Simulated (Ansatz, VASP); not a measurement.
Ti: VASP beside Ansatz

```xyz
1
Lattice="-1.6410 1.6410 1.6410 1.6410 -1.6410 1.6410 1.6410 1.6410 -1.6410" Properties=species:S:1:pos:R:3 pbc="T T T"
Ti    0.0000    0.0000    0.0000
```

Alike in both runs: task single point; functional PBE; k mesh 14 × 14 × 14; occupations tetrahedron; no spin polarisation.

|  | VASP | Ansatz |
| --- | --- | --- |
| version | VASP 6.6.1 | Ansatz 0.2.0 |
| potentials or method | VASP PAW PBE potentials, release 64 (Ti_sv), cutoff 520 eV | all-electron LAPW, scalar-relativistic |

Ansatz gave:

* pressure (GPa): -2.6

Estimate VASP's values.

pressure (GPa): -2.8.

Ansatz ran all-electron here, and VASP with PAW potentials. Ansatz's warnings: band table not solved further, tetrahedron derivatives may miss energy slope.
